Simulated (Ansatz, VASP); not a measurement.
## One calculation of KTaO3, two programs

```
CELL_PARAMETERS angstrom
3.98830 0.00000 0.00000
0.00000 3.98830 0.00000
0.00000 0.00000 3.98830
ATOMIC_POSITIONS crystal
Ta 0.99121 0.00637 0.98683
K 0.50867 0.49778 0.52255
O 0.99651 0.00103 0.48991
O 0.00047 0.50424 0.00177
O 0.49541 0.00732 0.99587
```

Change from the starting cell: atoms moved at random, drawn with an rms of 0.05 Å.

Alike in both runs: task single point; functional PBE; k mesh 7 × 7 × 7; occupations fermi-dirac, width 0.05 eV; no spin polarisation.

```csv
,VASP,Ansatz
version,VASP 6.6.1,Ansatz 0.2.0
potentials or method,"VASP PAW PBE potentials, release 64 (Ta_pv, K_sv, O), cutoff 520 eV","all-electron LAPW, scalar-relativistic"
```

Ansatz gave:

* gap on the k mesh at the Fermi level (eV): 2.29
* least direct gap on the mesh (eV): 2.84
* pressure (GPa): 5.7
* traceless stress, the component that is largest in VASP (GPa): 0.23
* rms of the force components (eV/Å): 0.226

Question: Which values does VASP return?

Answer: gap on the k mesh at the Fermi level (eV): 2.24; least direct gap on the mesh (eV): 2.81; pressure (GPa): 6.3; traceless stress, the component that is largest in VASP (GPa): 0.23; rms of the force components (eV/Å): 0.228.

Atom by atom the forces differ by 0.007 eV/Å (rms over components). Ansatz ran all-electron here, and VASP with PAW potentials.

Spin-orbit coupling is off throughout.
